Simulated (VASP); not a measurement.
CoO:

```xyz
2
Lattice="-1.5080 1.5080 2.1073 1.5080 -1.5080 2.1073 1.5080 1.5080 -2.1073" Properties=species:S:1:pos:R:3 pbc="T T T"
Co    0.0000    0.0000    0.0000
O     0.0000    0.0000    2.1073
```

Base run:

```yaml
Program: VASP 6.6.1
Functional: PBE
Potentials_or_basis: VASP PAW PBE potentials, release 64 (Co_sv, O)
Cutoff: 600 eV
k_mesh: 10 × 10 × 10
Occupations: fermi-dirac, width 0.05 eV
Spin: collinear spin, ferromagnetic start
Starting_moments: "[4.0, 0.0] μB"
Fixed_moment: 4 μB
```

Its results: pressure 22.3 GPa; site moments Co +2.96; O +0.64 μB.

Problem. The run is repeated on the same cell with these changes: fixed moment from 4 μB to 1.5 μB; moments at the start from [4.0, 0.0] to [1.5, 0.0]. What comes out?

Solution. Pressure -13.7 GPa; site moments Co +1.43; O +0.01 μB.

Caveats: the total moment is fixed, so each spin has its own Fermi level; a cell with one magnetic atom can't hold antiferromagnetic order, which such compounds often take; the cell stands under pressure (at least some runs); the cell stands under tension (at least some runs).
